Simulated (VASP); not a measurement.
Runs of VASP 6.6.1 on SnTe. The structure is that of space group Fm-3m (No. 225), or close to it. The cells are those of the table. 

```csv
cell,gap on the mesh (eV),pressure (GPa)
"a = 4.453, b = 4.464 Å, angles 59.9, 60.2, 59.9°, 2 atoms",0.12,(a)
"a = 4.509, b = 4.464 Å, angles 60.3, 59.3, 60.3°, 2 atoms",0.07,(b)
"a = 4.420, b = 4.464 Å, angles 59.7, 60.7, 59.7°, 2 atoms",0.19,-0.7
"a = 4.486, b = 4.464 Å, angles 60.2, 59.7, 60.2°, 2 atoms",0.08,-2.1
"a = 4.442, b = 4.464 Å, angles 59.8, 60.3, 59.8°, 2 atoms",0.14,-1.2
"a = 4.498, b = 4.464 Å, angles 60.2, 59.5, 60.2°, 2 atoms",0.07,-2.3
"a = 4.475, b = 4.464 Å, angles 60.1, 59.8, 60.1°, 2 atoms",0.09,-1.9
"a = 4.503, b = 4.464 Å, angles 60.3, 59.4, 60.3°, 2 atoms",0.07,(d)
"a = 4.431, b = 4.464 Å, angles 59.8, 60.5, 59.8°, 2 atoms",0.16,(c)
```

Alike in all rows: task single point; level LDA; potentials or basis VASP PAW LDA potentials, release 64 (Sn_d, Te); no spin polarisation; k mesh 10 × 10 × 10; cutoff (eV) 520; smearing gaussian 0.03 eV.

Task: Fill in the values left out.

Result: (a) -1.5; (b) -2.5; (c) -1.0; (d) -2.4.

Caveats: spin-orbit coupling is left out, which moves the levels of the heavy elements.

A k mesh can miss the band edges, and the runs leave out spin-orbit coupling on Sn, Te.
